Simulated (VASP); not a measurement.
Runs of VASP 6.6.1 on LiH. The structure is that of space group Pm-3m (No. 221), or close to it. The cells are those of the table. 

```tsv
task	level	potentials or basis	cell	k mesh	cutoff (eV)	smearing	grid for exact exchange (PRECFOCK)	screening parameter	gap on the mesh (eV)	pressure (GPa)	relaxed volume (Å³/atom)
single point	PBE	VASP PAW PBE potentials, release 64 (Li_sv, H)	a = 2.502 Å, 2 atoms	6 × 6 × 6	520	gaussian 0.01 eV	-	-	0.72	-	-
single point	HSE06	VASP PAW PBE potentials, release 64 (Li_sv, H)	a = 2.497 Å, 2 atoms	6 × 6 × 6	520	fermi-dirac 0.02 eV	Normal	0.2079 1/Å	1.43	-	-
relaxation of cell and atoms	r2SCAN	VASP PAW PBE potentials, release 64 (Li_sv, H)	relaxed from a = 2.506 Å, 2 atoms	10 × 10 × 10	600	fermi-dirac 0.02 eV	-	-	1.30	0.0	7.76
relaxation of cell and atoms	LDA	VASP PAW LDA potentials, release 64 (Li_sv, H)	relaxed from a = 2.506 Å, 2 atoms	10 × 10 × 10	600	fermi-dirac 0.02 eV	-	-	0.35	0.0	(b)
single point	r2SCAN	VASP PAW PBE potentials, release 64 (Li_sv, H)	a = 2.502 Å, 2 atoms	10 × 10 × 10	520	gaussian 0.01 eV	-	-	1.30	-	-
single point	LDA	VASP PAW LDA potentials, release 64 (Li_sv, H)	a = 2.502 Å, 2 atoms	10 × 10 × 10	520	gaussian 0.01 eV	-	-	(a)	-	-
single point	HSE06	VASP PAW PBE potentials, release 64 (Li_sv, H)	a = 2.502 Å, 2 atoms	8 × 8 × 8	520	gaussian 0.01 eV	Normal	0.2079 1/Å	1.43	-	-
single point	PBE0	VASP PAW PBE potentials, release 64 (Li_sv, H)	a = 2.502 Å, 2 atoms	8 × 8 × 8	520	gaussian 0.01 eV	Normal	-	2.16	-	-
single point	LDA	VASP PAW LDA potentials, release 64 (Li_sv, H)	a = 2.447 Å, 2 atoms	10 × 10 × 10	520	fermi-dirac 0.02 eV	-	-	0.35	-	-
dielectric tensor	PBE	VASP PAW PBE potentials, release 64 (Li_sv, H)	a = 2.502 Å, 2 atoms	8 × 8 × 8	520	gaussian 0.01 eV	-	-	0.73	-	-
```

Alike in all rows: no spin polarisation.

**Question.** Estimate the missing entries.

**Answer.** (a) 0.38; (b) 7.29.

Caveats: the cutoff is under 1.25 times the usual one of these potentials, so pressure, stress and relaxed cells hold a basis-set (Pulay) error; the PAW data sets were made with another functional, which shifts forces and pressure a little (some runs).

A k mesh can miss the band edges.
